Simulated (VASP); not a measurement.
A run of VASP 6.6.1:

The input POSCAR:

```
InAs
1.0
    4.7312200000      0.0000000000      0.0000000000
   -2.3656100000      4.0973600000      0.0000000000
    0.0000000000      0.0000000000      2.9108900000
In As
1 1
Direct
    0.0000000000      0.0000000000      0.0000000000
    0.6666700000      0.3333300000      0.0000000000
```

The input INCAR.step1:

```
SYSTEM = InAs
PREC = Accurate
ENCUT = 520
EDIFF = 1E-5
ISMEAR = -1
SIGMA = 0.05
LREAL = .FALSE.
LASPH = .TRUE.
NELM = 80
ALGO = Normal
ISIF = 2
LWAVE = .TRUE.
LCHARG = .FALSE.
GGA = PE
NBANDS = 16
```

INCAR.step2

```
SYSTEM = InAs
PREC = Accurate
ENCUT = 520
EDIFF = 1E-7
ISMEAR = -1
SIGMA = 0.05
LREAL = .FALSE.
LASPH = .TRUE.
NELM = 80
ALGO = Normal
ISIF = 2
LWAVE = .FALSE.
LCHARG = .FALSE.
GGA = PE
LHFCALC = .TRUE.
AEXX = 0.15
HFSCREEN = 0.2
PRECFOCK = Normal
ISTART = 1
NBANDS = 16
```

The input KPOINTS:

```
regular mesh
0
G
  4 4 5
  0 0 0
```

Potentials or basis: VASP PAW PBE potentials, release 64 (In_d, As).

The run is started by

```console
$ cat potpaw_PBE.64/In_d/POTCAR potpaw_PBE.64/As/POTCAR > POTCAR
$ cp INCAR.step1 INCAR
$ mpirun -np 1 vasp_std > vasp.out
$ cp INCAR.step2 INCAR
$ mpirun -np 1 vasp_std > vasp.out
```

Hardware: 1 thread of Oxide Virtual Turin-like Processor, on a shared host.

**Question.** Estimate the wall time of this run.

**Answer.** It took 49 min on 1 thread of Oxide Virtual Turin-like Processor, on a shared host, peak memory 0.27 GiB. Counts: k points 21.
